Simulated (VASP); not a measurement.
Runs of VASP 6.6.1 on CsH. The structure is that of space group Fm-3m (No. 225), or close to it. The cells are those of the table. 

```csv
cell,gap on the mesh (eV),pressure (GPa)
"a = 4.509, b = 4.509, c = 4.565 Å, angles 59.6, 59.6, 59.2°, 2 atoms",(a),-1.2
"a = 4.509, b = 4.509, c = 4.396 Å, angles 60.8, 60.8, 61.7°, 2 atoms",1.91,-1.2
"a = 4.509, b = 4.509, c = 4.537 Å, angles 59.8, 59.8, 59.6°, 2 atoms",1.93,-1.2
"a = 4.509, b = 4.509, c = 4.593 Å, angles 59.4, 59.4, 58.8°, 2 atoms",1.91,-1.2
```

Alike in all rows: task single point; level LDA; potentials or basis VASP PAW LDA potentials, release 64 (Cs_sv, H); no spin polarisation; k mesh 8 × 8 × 8; cutoff (eV) 520; smearing gaussian 0.05 eV.

Q: Estimate the missing entries.

A: (a) 1.92.

Caveats: spin-orbit coupling is left out, which moves the levels of the heavy elements.

A k mesh can miss the band edges, and the runs leave out spin-orbit coupling on Cs.
